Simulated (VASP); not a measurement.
A run of VASP 6.6.1 is set up as follows.

The input INCAR:

```
SYSTEM = Na
  ALGO = Normal
  EDIFF = 1E-6
  ENCUT = 520
  GGA = PS
  ISIF = 2
  ISMEAR = -1
  LASPH = .True.
  LCHARG = .True.
  LELF = .True.
  LREAL = .False.
  LVHAR = .True.
  LWAVE = .False.
  NBANDS = 14
  NELM = 60
  PREC = Accurate
  SIGMA = 0.08
```

File KPOINTS:

```
k-points
0
Gamma
  9 9 9
  0 0 0
```

File POSCAR:

```
Na
1.0
    0.0000000000      3.2893508032      3.2893508032
    3.2893508032      0.0000000000      3.2893508032
    3.2893508032      3.2893508032      0.0000000000
Na
2
Direct
   -0.1250000000     -0.1250000000     -0.1250000000
    0.1250000000      0.1250000000      0.1250000000
```

Potentials or basis: VASP PAW PBE potentials, release 64 (Na_pv).

The run is started by

```sh
$ cat potpaw_PBE.64/Na_pv/POTCAR > POTCAR
$ mpirun -np 1 vasp_std > vasp.out
```

Question: Predict the pressure.

Answer: 2.4 GPa.

Question: Estimate the band gap on the k mesh.

Answer: Zero (band 7 reaches 0.99 eV, above the bottom of band 8 at 0.05 eV).

Caveat: the PAW data sets were made with another functional, which shifts forces and pressure a little.
